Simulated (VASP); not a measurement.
# AlN (Fm-3m) in VASP: single point with PBE

Aim: the single point of AlN with PBE.

The COD entry that gives the cell may itself be a prediction, so a difference from it is no test against experiment.

All numbers are computed with VASP 6.6.1; they aren't measurements. Logs are shortened: lines on timing, memory, paths and dates and some standing lists are left out, and cuts for length are marked.

## Step 1: The cell of the first run

The structure is cubic, space group Fm-3m (No. 225). Conventional cell: a = 3.938 Å, b = 3.938 Å, c = 3.938 Å, α = 90.00°, β = 90.00°, γ = 90.00°. Within 2.6 Å of Al (site symmetry m-3m) lie 6 N at 1.97 Å. N (site symmetry m-3m) has 6 Al at 1.97 Å within 2.6 Å.

## Step 2: Single point, PBE

Input file INCAR:

```
  PREC = Accurate
  ENCUT = 520
  EDIFF = 1E-6
  ISMEAR = 1
  SIGMA = 0.1
  LREAL = F
  LASPH = T
  NELM = 60
  ALGO = Normal
  ISIF = 2
  LWAVE = F
  LCHARG = T
  GGA = PE
  LELF = T
  LVHAR = T
  NBANDS = 11
```

Input file KPOINTS:

```
regular mesh
0
Gamma
  8 8 8
```

Input file POSCAR:

```
AlN
1.0
    0.0000000000      1.9690000000      1.9690000000
    1.9690000000      0.0000000000      1.9690000000
    1.9690000000      1.9690000000      0.0000000000
Al N
1 1
Direct
    0.0000000000      0.0000000000      0.0000000000
    0.5000000000      0.5000000000      0.5000000000
```

Potentials or basis: VASP PAW PBE potentials, release 64 (Al, N).

The run is started by

```bash
$ cat potpaw_PBE.64/Al/POTCAR potpaw_PBE.64/N/POTCAR > POTCAR
$ mpirun -np 1 vasp_std > vasp.out
```

OUTCAR:

```text
PREC = Accurate
   ENCUT = 520
   EDIFF = 1E-6
   ISMEAR = 1
   LREAL = F
   LASPH = T
   NELM = 60
   ISIF = 2
   GGA = PE

 ion  position               nearest neighbor table
   1  0.000  0.000  0.000-   2 1.97   2 1.97   2 1.97   2 1.97   2 1.97   2 1.97
   2  0.500  0.500  0.500-   1 1.97   1 1.97   1 1.97   1 1.97   1 1.97   1 1.97

  LATTYP: Found a face centered cubic cell.
 ALAT       =     3.9380000000

  Lattice vectors:

 A1 = (   0.0000000000,   1.9690000000,   1.9690000000)
 A2 = (   1.9690000000,   0.0000000000,   1.9690000000)
 A3 = (   1.9690000000,   1.9690000000,   0.0000000000)

Analysis of symmetry for initial positions (statically):
=====================================================================
 Subroutine PRICEL returns:
 Original cell was already a primitive cell.

 Routine SETGRP: Setting up the symmetry group for a
 face centered cubic supercell.

 Subroutine GETGRP returns: Found 48 space group operations
 (whereof 48 operations were pure point group operations)
 out of a pool of 48 trial point group operations.

The static configuration has the point symmetry O_h .

Analysis of symmetry for dynamics (positions and initial velocities):
=====================================================================
 Subroutine PRICEL returns:
 Original cell was already a primitive cell.

 Routine SETGRP: Setting up the symmetry group for a
 face centered cubic supercell.

 Subroutine GETGRP returns: Found 48 space group operations
 (whereof 48 operations were pure point group operations)
 out of a pool of 48 trial point group operations.

The dynamic configuration has the point symmetry O_h .

 Subroutine INISYM returns: Found 48 space group operations
 (whereof 48 operations are pure point group operations),
 and found     1 'primitive' translations

----------------------------------------------------------------------------------------

                                     Primitive cell

  volume of cell :      15.2675

  direct lattice vectors                    reciprocal lattice vectors
     0.000000000  1.969000000  1.969000000    -0.253936008  0.253936008  0.253936008
     1.969000000  0.000000000  1.969000000     0.253936008 -0.253936008  0.253936008
     1.969000000  1.969000000  0.000000000     0.253936008  0.253936008 -0.253936008

  length of vectors
     2.784586504  2.784586504  2.784586504     0.439830068  0.439830068  0.439830068

  position of ions in fractional coordinates (direct lattice)
     0.000000000  0.000000000  0.000000000
     0.500000000  0.500000000  0.500000000

  ion indices of the primitive-cell ions
   primitive index   ion index
                 1           1
                 2           2

----------------------------------------------------------------------------------------

 KPOINTS: regular mesh

Automatic generation of k-mesh.
 Grid dimensions read from file:
 generate k-points for:    8    8    8

 Generating k-lattice:

  Cartesian coordinates                     Fractional coordinates (reciprocal lattice)
    -0.031742001  0.031742001  0.031742001     0.125000000  0.000000000  0.000000000
     0.031742001 -0.031742001  0.031742001     0.000000000  0.125000000  0.000000000
     0.031742001  0.031742001 -0.031742001     0.000000000  0.000000000  0.125000000

  Length of vectors
     0.054978758  0.054978758  0.054978758

  Shift w.r.t. Gamma in fractional coordinates (k-lattice)
     0.000000000  0.000000000  0.000000000

 Subroutine IBZKPT returns following result:
 ===========================================

 Found     29 irreducible k-points:

 Following reciprocal coordinates:
            Coordinates               Weight
  0.000000  0.000000  0.000000      1.000000
  0.125000  0.000000  0.000000      8.000000
  0.250000  0.000000  0.000000      8.000000
  0.375000  0.000000  0.000000      8.000000
  0.500000  0.000000  0.000000      4.000000
  0.125000  0.125000  0.000000      6.000000
[... 16 lines left out ...]
  0.500000  0.250000  0.125000     48.000000
 -0.375000  0.250000  0.125000     24.000000
 [... further k-points ...]
   k-points           NKPTS =     29   k-points in BZ     NKDIM =     29   number of bands    NBANDS=     11
   number of dos      NEDOS =    301   number of ions     NIONS =      2
   total plane-waves  NPLWV =  13824
   dimension x,y,z NGX =    24 NGY =   24 NGZ =   24
   dimension x,y,z NGXF=    48 NGYF=   48 NGZF=   48
   ions per type =               1   1
   NGX,Y,Z   is equivalent  to a cutoff of  14.33, 14.33, 14.33 a.u.
   NGXF,Y,Z  is equivalent  to a cutoff of  28.66, 28.66, 28.66 a.u.
 SYSTEM =  unknown system
   PREC   = accura    normal or accurate (medium, high low for compatibility)
   ISTART =      0    job   : 0-new  1-cont  2-samecut
   ICHARG =      2    charge: 1-file 2-atom 10-const
   ISPIN  =      1    spin polarized calculation?
   LNONCOLLINEAR =      F non collinear calculations
   LSORBIT =      F    spin-orbit coupling
   LASPH  =      T    aspherical Exc in radial PAW
   ENCUT  =  520.0 eV  38.22 Ry    6.18 a.u.   5.18  5.18  5.18*2*pi/ulx,y,z
   NELM   =     60;   NELMIN=  2; NELMDL= -5     # of ELM steps
   EDIFF  = 0.1E-05   stopping-criterion for ELM
   LREAL  =      F    real-space projection
   EDIFFG = 0.1E-04   stopping-criterion for IOM
   NSW    =      0    number of steps for IOM
   IBRION =     -1    ionic relax: 0-MD 1-quasi-New 2-CG
   NFREE  =      0    steps in history (QN), initial steepest desc. (CG)
   ISIF   =      2    stress and relaxation
   ISYM   =      2    0-nonsym 1-usesym 2-fastsym
   POTIM  = 0.5000    time-step for ionic-motion
   TEBEG  =    0.0;   TEEND  =   0.0 temperature during run
   PSTRESS=    0.0 pullay stress
   NELECT =       8.0000    total number of electrons
   NUPDOWN=      -1.0000    fix difference up-down
   EMIN   =  10.00;   EMAX   =-10.00  energy-range for DOS
   EFERMI =   0.00;   METHOD = LEGACY
   ISMEAR =     1;   SIGMA  =   0.10  broadening in eV -4-tet -1-fermi 0-gaus
   EFERMI_NEDOS =   21; number of points for ismear=-14 and -15
   IALGO  =     38    algorithm
   IMIX   =      4    mixing-type and parameters
     AMIX     =   0.40;   BMIX     =  1.00
     AMIX_MAG =   1.60;   BMIX_MAG =  1.00
  volume/ion in A,a.u.               =       7.63        51.51
  Fermi-wavevector in a.u.,A,eV,Ry     =   1.319823  2.494104 23.700443  1.741933
  Thomas-Fermi vector in A             =   2.449694
   LORBIT       =      0    0 simple, 1 ext, 2 COOP (PROOUT), +10 PAW based schemes
   GGA     = PE    functional components
   LHFCALC =     F    Hartree Fock is set to
   AEXX    =    0.0000 exact exchange contribution
   IVDW    =     0    specifies the selected vdW correction
   LEPSILON=     F    determine dielectric tensor
   LRPA    =     F    only Hartree local field effects (RPA)
 non-spin polarized calculation
 Methfessel and Paxton  Order N= 1 SIGMA  =   0.10
  energy-cutoff  :      520.00
  volume of cell :       15.27
 maximum number of plane-waves:       428
 NGX is ok and might be reduce to    24
   NGX = 11   NGY = 11   NGZ = 11

 number of electron       8.0000000 magnetization

 Free energy of the ion-electron system (eV)
  ---------------------------------------------------
  ext. energy  EPLUGINS =         0.00000000
  ---------------------------------------------------
  free energy    TOTEN  =       -14.40781452 eV

  energy without entropy =      -14.40785007  energy(sigma->0) =      -14.40782637

 E-fermi :  11.1089     XC(G=0): -12.6611

 val. band max:       11.0249286338   @ k =   0.0000   0.0000   0.0000
 cond. band min:      16.1829901315   @ k =   0.5000   0.5000   0.0000
 fundamental gap:      5.1580614977
 Fermi energy:        11.1088519752

 k-point     1 :       0.0000    0.0000    0.0000
  band No.  band energies     occupation
      1      -7.2691      2.00000
      2      11.0249      1.99883
      3      11.0249      1.99883
      4      11.0249      1.99883
      5      17.8930      0.00000
      6      23.4441      0.00000
      7      23.4441      0.00000
      8      23.4441      0.00000
      9      28.8042      0.00000
     10      29.4036      0.00000
     11      29.4036      0.00000

 k-point     2 :       0.1250    0.0000    0.0000
  band No.  band energies     occupation
      1      -6.9250      2.00000
      2       9.5018      2.00000
      3      10.8115      2.00022
      4      10.8115      2.00022
      5      18.6612      0.00000
      6      22.3195      0.00000
      7      23.9338      0.00000
      8      23.9338      0.00000
      9      27.6938      0.00000
     10      27.6938      0.00000
     11      30.3512      0.00000

 k-point     3 :       0.2500    0.0000    0.0000
  band No.  band energies     occupation
      1      -5.9416      2.00000
      2       6.5023      2.00000
      3      10.3504      2.00000
      4      10.3504      2.00000
      5      18.6096      0.00000
      6      22.8944      0.00000
      7      23.9214      0.00000
      8      23.9214      0.00000
      9      27.8952      0.00000
     10      27.8952      0.00000
     11      29.3803      0.00000

 k-point     4 :       0.3750    0.0000    0.0000
  band No.  band energies     occupation
      1      -4.5525      2.00000
      2       3.6070      2.00000
      3       9.9471      2.00000
      4       9.9471      2.00000
      5      17.9258      0.00000
      6      23.0438      0.00000
      7      23.0438      0.00000
      8      24.6936      0.00000
      9      28.3885      0.00000
     10      30.5992      0.00000
     11      30.5992      0.00000

 k-point     5 :       0.5000    0.0000    0.0000
  band No.  band energies     occupation
      1      -3.6831      2.00000
      2       2.1987      2.00000
      3       9.7932      2.00000
      4       9.7932      2.00000
      5      17.6729      0.00000
      6      22.6810      0.00000
      7      22.6810      0.00000
      8      25.5224      0.00000
      9      28.0425      0.00000
     10      32.6221      0.00000
     11      32.6221      0.00000
[... 211 lines left out ...]
 k-point    21 :       0.5000    0.5000    0.0000
  band No.  band energies     occupation
      1      -2.5883      2.00000
      2       3.0969      2.00000
      3       8.0170      2.00000
      4       8.0170      2.00000
      5      16.1830      0.00000
      6      16.4215      0.00000
      7      26.0724      0.00000
      8      29.5646      0.00000
      9      29.5646      0.00000
     10      35.1282      0.00000
     11      38.8569      0.00000

 k-point    22 :       0.3750    0.2500    0.1250
  band No.  band energies     occupation
      1      -5.1271      2.00000
      2       6.1200      2.00000
      3       8.2428      2.00000
      4       9.7144      2.00000
      5      20.0076      0.00000
      6      20.6821      0.00000
      7      22.0269      0.00000
      8      25.8071      0.00000
      9      26.8839      0.00000
     10      31.4666      0.00000
     11      33.8071      0.00000

 k-point    23 :       0.5000    0.2500    0.1250
  band No.  band energies     occupation
      1      -3.8723      2.00000
      2       4.2108      2.00000
      3       7.2641      2.00000
      4       9.1399      2.00000
      5      19.9240      0.00000
      6      20.8723      0.00000
      7      22.5567      0.00000
      8      25.1975      0.00000
      9      28.8698      0.00000
     10      32.1596      0.00000
     11      34.1331      0.00000

 k-point    24 :      -0.3750    0.2500    0.1250
  band No.  band energies     occupation
      1      -3.1325      2.00000
      2       3.1217      2.00000
      3       7.0323      2.00000
      4       8.8595      2.00000
      5      20.0091      0.00000
      6      20.2766      0.00000
      7      24.1506      0.00000
      8      24.6537      0.00000
      9      30.0732      0.00000
     10      31.2087      0.00000
     11      34.5381      0.00000

 [... further k-points ...]
[... 5 lines left out ...]
  --------------------------------------------------------------------------------------
  -------------------------------------------------------------------------------------
  Total        2.8693976      2.8693976      2.8693976      0.0000000      0.0000000     -0.0000000
  in kB      301.1162349    301.1162349    301.1162349      0.0000000      0.0000000     -0.0000000
  external PRESSURE =     301.1162349 kB  Pullay stress =       0.0000000 kB

 VOLUME and BASIS-vectors are now :
 -----------------------------------------------------------------------------
  energy-cutoff  :      520.00
  volume of cell :       15.27
      direct lattice vectors                 reciprocal lattice vectors
     0.000000000  1.969000000  1.969000000    -0.253936008  0.253936008  0.253936008
     1.969000000  0.000000000  1.969000000     0.253936008 -0.253936008  0.253936008
     1.969000000  1.969000000  0.000000000     0.253936008  0.253936008 -0.253936008

 POSITION                                       TOTAL-FORCE (eV/Angst)
 -----------------------------------------------------------------------------------
      0.00000      0.00000      0.00000        -0.000000     -0.000000      0.000000
      1.96900      1.96900      1.96900         0.000000      0.000000     -0.000000
 -----------------------------------------------------------------------------------
    total drift:                               -0.000000     -0.000000      0.000000

  FREE ENERGIE OF THE ION-ELECTRON SYSTEM (eV)
  ---------------------------------------------------
  free  energy   TOTEN  =       -14.4078145192 eV

  energy  without entropy=      -14.4078500725  energy(sigma->0) =      -14.40782637
```

It took 2.5 s on 1 thread of Intel Xeon 6975P-C (Granite Rapids), shared host; peak memory 0.13 GiB.

What came out:

| Item | Value |
| --- | --- |
| Free energy | -14.4078 eV |
| Pressure | 30.1 GPa |
| Band gap on the k mesh | 5.16 eV, indirect (least direct gap 6.87 eV) |
